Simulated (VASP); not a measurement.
# BN (P3m1) in VASP: notebook

BN is run at these levels: PBE+D3(BJ); tasks: single point.

Program: VASP 6.6.1. These are calculated values, not measurements. Logs are shortened: lines on timing, memory, paths and dates and some standing lists are left out, and cuts for length are marked.

### 1 The cell of the first run

The structure is trigonal, space group P3m1 (No. 156). The conventional cell has a = 2.506 Å, b = 2.506 Å, c = 9.585 Å, α = 90.00°, β = 90.00°, γ = 120.00°. Within 1.9 Å of B (site symmetry 3m) lie 3 N at 1.45 Å. Within 1.9 Å of B (site symmetry 3m) lie 3 N at 1.45 Å. B (site symmetry 3m) has 3 N at 1.45 Å within 1.9 Å. N (site symmetry 3m) has 3 B at 1.45 Å within 1.9 Å. Within 1.9 Å of N (site symmetry 3m) lie 3 B at 1.45 Å. Within 1.9 Å of N (site symmetry 3m) lie 3 B at 1.45 Å.

### 2 Single point, PBE+D3(BJ)

The input, INCAR:

```
PREC = Accurate
ENCUT = 520
EDIFF = 1E-6
ISMEAR = 0
SIGMA = 0.05
LREAL = F
LASPH = T
NELM = 100
ALGO = Normal
ISIF = 2
LWAVE = F
LCHARG = F
GGA = PE
IVDW = 12
NBANDS = 21
```

The input, KPOINTS:

```
regular mesh
0
Gamma
  10 10 3
```

The input, POSCAR:

```
BN
1.0
   -1.2530569071     -2.1703582278      0.0000000000
    1.2530569071     -2.1703582278      0.0000000000
    0.0000000000      0.0000000000      9.5846513545
B N
3 3
Direct
    1.0000000000      1.0000000000      0.5158021838
    0.3333333333      0.3333333333      0.8595688648
    0.6666666667      0.6666666667      0.1720355028
    1.0000000000      1.0000000000      0.8592641965
    0.3333333333      0.3333333333      0.1717308345
    0.6666666667      0.6666666667      0.5154975155
```

Potentials or basis: VASP PAW PBE potentials, release 64 (B, N).

Launch:

```bash
$ cat potpaw_PBE.64/B/POTCAR potpaw_PBE.64/N/POTCAR > POTCAR
$ mpirun -np 1 vasp_std > vasp.out
```

OUTCAR:

```text
PREC = Accurate
   ENCUT = 520
   EDIFF = 1E-6
   ISMEAR = 0
   LREAL = F
   LASPH = T
   NELM = 100
   ISIF = 2
   GGA = PE
   IVDW = 12
 IVDW          = 12

 ion  position               nearest neighbor table
   1  0.000  0.000  0.516-   6 1.45   6 1.45   6 1.45
   2  0.333  0.333  0.860-   4 1.45   4 1.45   4 1.45
   3  0.667  0.667  0.172-   5 1.45   5 1.45   5 1.45
   4  0.000  0.000  0.859-   2 1.45   2 1.45   2 1.45
   5  0.333  0.333  0.172-   3 1.45   3 1.45   3 1.45
   6  0.667  0.667  0.515-   1 1.45   1 1.45   1 1.45

  LATTYP: Found a hexagonal cell.
 ALAT       =     2.5061138141
 C/A-ratio  =     3.8245076103

  Lattice vectors:

 A1 = (  -1.2530569071,   2.1703582278,   0.0000000000)
 A2 = (  -1.2530569071,  -2.1703582278,   0.0000000000)
 A3 = (   0.0000000000,   0.0000000000,   9.5846513545)

Analysis of symmetry for initial positions (statically):
=====================================================================
 Subroutine PRICEL returns:
 Original cell was already a primitive cell.

 Routine SETGRP: Setting up the symmetry group for a
 hexagonal supercell.

 Subroutine GETGRP returns: Found  6 space group operations
 (whereof  6 operations were pure point group operations)
 out of a pool of 24 trial point group operations.

The static configuration has the point symmetry C_3v.

Analysis of symmetry for dynamics (positions and initial velocities):
=====================================================================
 Subroutine PRICEL returns:
 Original cell was already a primitive cell.

 Routine SETGRP: Setting up the symmetry group for a
 hexagonal supercell.

 Subroutine GETGRP returns: Found  6 space group operations
 (whereof  6 operations were pure point group operations)
 out of a pool of 24 trial point group operations.

The dynamic configuration has the point symmetry C_3v.

 Subroutine INISYM returns: Found  6 space group operations
 (whereof  6 operations are pure point group operations),
 and found     1 'primitive' translations

----------------------------------------------------------------------------------------

                                     Primitive cell

  volume of cell :      52.1325

[... 95 lines left out ...]
   NELM   =    100;   NELMIN=  2; NELMDL= -5     # of ELM steps
   EDIFF  = 0.1E-05   stopping-criterion for ELM
   LREAL  =      F    real-space projection
   EDIFFG = 0.1E-04   stopping-criterion for IOM
   NSW    =      0    number of steps for IOM
   IBRION =     -1    ionic relax: 0-MD 1-quasi-New 2-CG
   NFREE  =      0    steps in history (QN), initial steepest desc. (CG)
   ISIF   =      2    stress and relaxation
   ISYM   =      2    0-nonsym 1-usesym 2-fastsym
   POTIM  = 0.5000    time-step for ionic-motion
   TEBEG  =    0.0;   TEEND  =   0.0 temperature during run
   PSTRESS=    0.0 pullay stress
   NELECT =      24.0000    total number of electrons
   NUPDOWN=      -1.0000    fix difference up-down
   EMIN   =  10.00;   EMAX   =-10.00  energy-range for DOS
   EFERMI =   0.00;   METHOD = LEGACY
   ISMEAR =     0;   SIGMA  =   0.05  broadening in eV -4-tet -1-fermi 0-gaus
   EFERMI_NEDOS =   21; number of points for ismear=-14 and -15
   IALGO  =     38    algorithm
   IMIX   =      4    mixing-type and parameters
     AMIX     =   0.40;   BMIX     =  1.00
     AMIX_MAG =   1.60;   BMIX_MAG =  1.00
  volume/ion in A,a.u.               =       8.69        58.63
  Fermi-wavevector in a.u.,A,eV,Ry     =   1.264083  2.388771 21.740843  1.597907
  Thomas-Fermi vector in A             =   2.397407
   LORBIT       =      0    0 simple, 1 ext, 2 COOP (PROOUT), +10 PAW based schemes
   GGA     = PE    functional components
   LHFCALC =     F    Hartree Fock is set to
   AEXX    =    0.0000 exact exchange contribution
   IVDW    =    12    specifies the selected vdW correction
   LEPSILON=     F    determine dielectric tensor
   LRPA    =     F    only Hartree local field effects (RPA)
 non-spin polarized calculation
 Gauss-broadening in eV      SIGMA  =   0.05
  energy-cutoff  :      520.00
  volume of cell :       52.13
 maximum number of plane-waves:      1439
   NGX =  9   NGY =  9   NGZ = 35

 number of electron      24.0000000 magnetization

 Free energy of the ion-electron system (eV)
  ---------------------------------------------------
  ext. energy  EPLUGINS =         0.00000000
  ---------------------------------------------------
  free energy    TOTEN  =       -52.67031009 eV

  energy without entropy =      -52.67031009  energy(sigma->0) =      -52.67031009

 E-fermi :   2.8948     XC(G=0): -10.3231

 val. band max:        2.6428491374   @ k =  -0.4000   0.3000   0.0000
 cond. band min:       6.7070617235   @ k =   0.5000  -0.0000   0.0000
 fundamental gap:      4.0642125861
 Fermi energy:         2.8947836833

 k-point     1 :       0.0000    0.0000    0.0000
  band No.  band energies     occupation
      1     -15.2874      2.00000
      2     -15.0056      2.00000
      3     -14.9160      2.00000
      4      -3.4569      2.00000
      5      -3.1022      2.00000
      6      -1.2337      2.00000
[... 565 lines left out ...]
     20      16.2366      0.00000
     21      16.8773      0.00000

 [... further k-points ...]

------------------------ aborting loop because EDIFF is reached ----------------------------------------

 Edisp (eV)   -0.88720

 E8    (eV) :    -0.2612

  FORCE on cell =-STRESS in cart. coord.  units (eV):
  Direction    XX          YY          ZZ          XY          YZ          ZX
  --------------------------------------------------------------------------------------
  -------------------------------------------------------------------------------------
  Total       0.03071     0.03071     0.44886     0.00000    -0.00000     0.00000
  in kB       0.94390     0.94390    13.79462     0.00000    -0.00000     0.00000
  external pressure =        5.23 kB  Pullay stress =        0.00 kB

 VOLUME and BASIS-vectors are now :
 -----------------------------------------------------------------------------
  energy-cutoff  :      520.00
  volume of cell :       52.13
      direct lattice vectors                 reciprocal lattice vectors
    -1.253056907 -2.170358228  0.000000000    -0.399024176 -0.230376716  0.000000000
     1.253056907 -2.170358228  0.000000000     0.399024176 -0.230376716  0.000000000
     0.000000000  0.000000000  9.584651355     0.000000000  0.000000000  0.104333477

 POSITION                                       TOTAL-FORCE (eV/Angst)
 -----------------------------------------------------------------------------------
      0.00000      0.00000      4.94378         0.000000     -0.000000      0.012724
      0.00000     -1.44691      8.23867        -0.000000      0.000000     -0.043487
      0.00000     -2.89381      1.64890         0.000000     -0.000000      0.088384
      0.00000      0.00000      8.23575         0.000000     -0.000000     -0.127019
      0.00000     -1.44691      1.64598         0.000000     -0.000000      0.081961
      0.00000     -2.89381      4.94086         0.000000     -0.000000     -0.012564
 -----------------------------------------------------------------------------------
    total drift:                               -0.000000      0.000000     -0.000195

  FREE ENERGIE OF THE ION-ELECTRON SYSTEM (eV)
  ---------------------------------------------------
  free  energy   TOTEN  =       -53.5575122885 eV

  energy  without entropy=      -53.5575122885  energy(sigma->0) =      -53.55751229
```

OSZICAR:

```text
N       E                     dE             d eps       ncg     rms          rms(c)
DAV:   1     0.868511720667E+02    0.86851E+02   -0.12607E+04  1512   0.106E+03
DAV:   2    -0.518685312478E+02   -0.13872E+03   -0.13154E+03  1915   0.256E+02
DAV:   3    -0.578360560829E+02   -0.59675E+01   -0.59402E+01  1923   0.524E+01
DAV:   4    -0.578879688830E+02   -0.51913E-01   -0.51888E-01  2086   0.528E+00
DAV:   5    -0.578884130273E+02   -0.44414E-03   -0.44412E-03  2017   0.457E-01    0.137E+01
DAV:   6    -0.531868051093E+02    0.47016E+01   -0.13309E+01  1851   0.199E+01    0.619E+00
DAV:   7    -0.527858017543E+02    0.40100E+00   -0.78649E-01  2014   0.562E+00    0.386E+00
DAV:   8    -0.526759234910E+02    0.10988E+00   -0.42711E-01  1919   0.361E+00    0.549E-01
DAV:   9    -0.526693523770E+02    0.65711E-02   -0.27943E-02  1862   0.985E-01    0.219E-01
DAV:  10    -0.526701807881E+02   -0.82841E-03   -0.18885E-03  1913   0.298E-01    0.417E-02
DAV:  11    -0.526702850649E+02   -0.10428E-03   -0.14086E-04  2023   0.905E-02    0.232E-02
DAV:  12    -0.526703089967E+02   -0.23932E-04   -0.26398E-05  1901   0.419E-02    0.114E-02
DAV:  13    -0.526703101520E+02   -0.11553E-05   -0.80219E-06  2089   0.229E-02    0.311E-03
DAV:  14    -0.526703100941E+02    0.57915E-07   -0.89293E-07  1544   0.931E-03
   1 F= -.53557512E+02 E0= -.53557512E+02  d E =-.531358E-14
```

stdout:

```text
POSCAR found type information on POSCAR B N
 POSCAR found :  2 types and       6 ions
 scaLAPACK will be used
 LDA part: xc-table for (Slater+PW92), standard interpolation
 POSCAR, INCAR and KPOINTS ok, starting setup
 FFT: planning ... GRIDC
 FFT: planning ... GRID_SOFT
 FFT: planning ... GRID
 WAVECAR not read
 entering main loop
```

It took 23 s on 1 thread of Intel Xeon Platinum 8559C (Emerald Rapids), shared host; peak memory 0.19 GiB.

Results:

| Property | Result |
| --- | --- |
| Free energy | -53.5575 eV |
| Pressure | 0.5 GPa |
| Largest force | 0.127 eV/Å |
| Band gap on the k mesh | 4.06 eV |
| Dispersion energy per atom | -0.148 eV |

Forces on the atoms (eV/Å):
```
B    0.000  0.000  0.013
B    0.000  0.000 -0.043
B    0.000  0.000  0.088
N    0.000  0.000 -0.127
N    0.000  0.000  0.082
N    0.000  0.000 -0.013
```

### 3 Single point, PBE+D3(BJ)

This run uses another cell than the first one, of 9.41 Å³/atom, 1.083 times its volume.

The input, INCAR:

```
SYSTEM = BN
  PREC = Accurate
  ENCUT = 520
  EDIFF = 1E-6
  ISMEAR = 0
  SIGMA = 0.05
  LREAL = .False.
  LASPH = .True.
  NELM = 80
  ALGO = Normal
  ISIF = 2
  LWAVE = .False.
  LCHARG = .False.
  GGA = PE
  IVDW = 12
  NBANDS = 21
```

The input, KPOINTS:

```
regular mesh
0
Gamma
  10 10 3
  0 0 0
```

The input, POSCAR:

```
BN
1.0
   -1.2530569071     -2.1703582278      0.0000000000
    1.2530569071     -2.1703582278      0.0000000000
    0.0000000000      0.0000000000     10.3846513545
B N
3 3
Direct
    1.0000000000      1.0000000000      0.4760664495
    0.3333333333      0.3333333333      0.7933504557
    0.6666666667      0.6666666667      0.1587824433
    1.0000000000      1.0000000000      0.7930692581
    0.3333333333      0.3333333333      0.1585012456
    0.6666666667      0.6666666667      0.4757852518
```

Potentials or basis: VASP PAW PBE potentials, release 64 (B, N).

Launch:

```bash
$ cat potpaw_PBE.64/B/POTCAR potpaw_PBE.64/N/POTCAR > POTCAR
$ mpirun -np 1 vasp_std > vasp.out
```

OUTCAR:

```text
SYSTEM = BN
   PREC = Accurate
   ENCUT = 520
   EDIFF = 1E-6
   ISMEAR = 0
   LREAL = .False.
   LASPH = .True.
   NELM = 80
   ISIF = 2
   GGA = PE
   IVDW = 12
 IVDW          = 12

 ion  position               nearest neighbor table
   1  0.000  0.000  0.476-   6 1.45   6 1.45   6 1.45
   2  0.333  0.333  0.793-   4 1.45   4 1.45   4 1.45
   3  0.667  0.667  0.159-   5 1.45   5 1.45   5 1.45
   4  0.000  0.000  0.793-   2 1.45   2 1.45   2 1.45
   5  0.333  0.333  0.159-   3 1.45   3 1.45   3 1.45
[... 788 lines left out ...]
  -------------------------------------------------------------------------------------
  Total       0.10482     0.10482    -0.26865     0.00000    -0.00000     0.00000
  in kB       2.97316     2.97316    -7.62022     0.00000    -0.00000     0.00000
  external pressure =       -0.56 kB  Pullay stress =        0.00 kB

 VOLUME and BASIS-vectors are now :
 -----------------------------------------------------------------------------
  energy-cutoff  :      520.00
  volume of cell :       56.48
      direct lattice vectors                 reciprocal lattice vectors
    -1.253056907 -2.170358228  0.000000000    -0.399024176 -0.230376716  0.000000000
     1.253056907 -2.170358228  0.000000000     0.399024176 -0.230376716  0.000000000
     0.000000000  0.000000000 10.384651355     0.000000000  0.000000000  0.096295963

 POSITION                                       TOTAL-FORCE (eV/Angst)
 -----------------------------------------------------------------------------------
      0.00000      0.00000      4.94378        -0.000000     -0.000000     -0.008977
      0.00000     -1.44691      8.23867        -0.000000      0.000000      0.006833
      0.00000     -2.89381      1.64890         0.000000     -0.000000     -0.035534
      0.00000      0.00000      8.23575        -0.000000      0.000000      0.057157
      0.00000     -1.44691      1.64598         0.000000     -0.000000     -0.028536
      0.00000     -2.89381      4.94086        -0.000000      0.000000      0.009057
 -----------------------------------------------------------------------------------
    total drift:                                0.000000      0.000000      0.000094

  FREE ENERGIE OF THE ION-ELECTRON SYSTEM (eV)
  ---------------------------------------------------
  free  energy   TOTEN  =       -53.5576104060 eV

  energy  without entropy=      -53.5576104060  energy(sigma->0) =      -53.55761041
```

OSZICAR:

```text
N       E                     dE             d eps       ncg     rms          rms(c)
DAV:   1     0.938434832384E+02    0.93843E+02   -0.12402E+04  1512   0.105E+03
DAV:   2    -0.516431422339E+02   -0.14549E+03   -0.13952E+03  1928   0.254E+02
DAV:   3    -0.580658213527E+02   -0.64227E+01   -0.63965E+01  1934   0.540E+01
DAV:   4    -0.581270553351E+02   -0.61234E-01   -0.61206E-01  2084   0.574E+00
DAV:   5    -0.581276584734E+02   -0.60314E-03   -0.60306E-03  1921   0.525E-01    0.138E+01
DAV:   6    -0.533081099638E+02    0.48195E+01   -0.13743E+01  1913   0.200E+01    0.620E+00
DAV:   7    -0.528783160452E+02    0.42979E+00   -0.81023E-01  2026   0.557E+00    0.387E+00
DAV:   8    -0.527546112383E+02    0.12370E+00   -0.46727E-01  1877   0.374E+00    0.564E-01
DAV:   9    -0.527484205575E+02    0.61907E-02   -0.29959E-02  1824   0.101E+00    0.225E-01
DAV:  10    -0.527496989059E+02   -0.12783E-02   -0.21797E-03  1858   0.335E-01    0.428E-02
DAV:  11    -0.527498634192E+02   -0.16451E-03   -0.24875E-04  2014   0.134E-01    0.279E-02
DAV:  12    -0.527498777983E+02   -0.14379E-04   -0.53115E-05  1913   0.798E-02    0.107E-02
DAV:  13    -0.527498770300E+02    0.76823E-06   -0.23412E-05  2154   0.427E-02    0.758E-03
DAV:  14    -0.527498767061E+02    0.32393E-06   -0.30391E-06  2018   0.173E-02
   1 F= -.53557610E+02 E0= -.53557610E+02  d E =-.146403E-18
```

Run time: 26 s. Hardware: 1 thread of Intel Xeon Platinum 8559C (Emerald Rapids), shared host; peak memory 0.19 GiB.

What came out:

| Property | Result |
| --- | --- |
| Free energy | -53.5576 eV |
| Pressure | -0.1 GPa |
| Largest force | 0.057 eV/Å |
| Band gap on the k mesh | 4.29 eV, indirect (least direct gap 4.75 eV) |
| Dispersion energy per atom | -0.135 eV |

Forces in eV/Å, atoms in the order of the input:
```
B    0.000  0.000 -0.009
B    0.000  0.000  0.007
B    0.000  0.000 -0.036
N    0.000  0.000  0.057
N    0.000  0.000 -0.029
N    0.000  0.000  0.009
```

Stress tensor (GPa, compression positive):
```
 0.30  0.00  0.00
 0.00  0.30  0.00
 0.00  0.00 -0.76
```

(Continued in part 2 of 2.)
